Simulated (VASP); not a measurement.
Write the native input for VASP 6.6.1 that does the following.

- Task: single point
- Functional: LDA
- Potentials or basis: VASP PAW LDA potentials, release 64 (Pt_sv_GW)
- Cutoff: 570 eV
- k mesh: 21 × 21 × 10
- Occupations: gaussian, width 0.15 eV
- Spin: no spin polarisation
- Dipole correction: no
- Further INCAR settings: ALGO = Normal; EDIFF = 1e-06; NBANDS = 25

The structure of Pt lies in POSCAR:

```
Pt
1.0
    2.6670688980      0.0000000000      0.0000000000
   -1.3335344490      2.3097494193      0.0000000000
    0.0000000000      0.0000000000      4.6053244732
Pt
2
Direct
    0.6666666667      0.3333333333      0.7500000000
    0.3333333333      0.6666666667      0.2500000000
```

This isn't the form of Pt at room conditions, which is fcc.

These files were run (other wordings do the same):

INCAR

```
  ALGO = Normal
  EDIFF = 1E-6
  ENCUT = 570
  GGA = CA
  GGA_COMPAT = False
  ISIF = 2
  ISMEAR = 0
  LASPH = True
  LCHARG = True
  LELF = True
  LREAL = False
  LVHAR = True
  LWAVE = False
  NBANDS = 25
  NELM = 120
  PREC = Accurate
  SIGMA = 0.15
```

KPOINTS

```
k-points
0
Gamma
  21 21 10
```

Potentials or basis: VASP PAW LDA potentials, release 64 (Pt_sv_GW).

The run is started by

```bash
$ cat potpaw_LDA.64/Pt_sv_GW/POTCAR > POTCAR
$ mpirun -np 1 vasp_std > vasp.out
```

Results of the run:

```json
{"Pressure": "15.5 GPa", "Band gap on the k mesh": "zero (bands 18 and 19 overlap by 1.51 eV)"}
```

Caveat: the cell stands under pressure; spin-orbit coupling is left out, which moves the levels of the heavy elements.

It took 2.3 min on 1 thread of Intel(R) Xeon(R) Platinum 8259CL CPU @ 2.50GHz (Skylake/Cascade Lake), with other jobs on the host, peak memory 0.3 GiB.
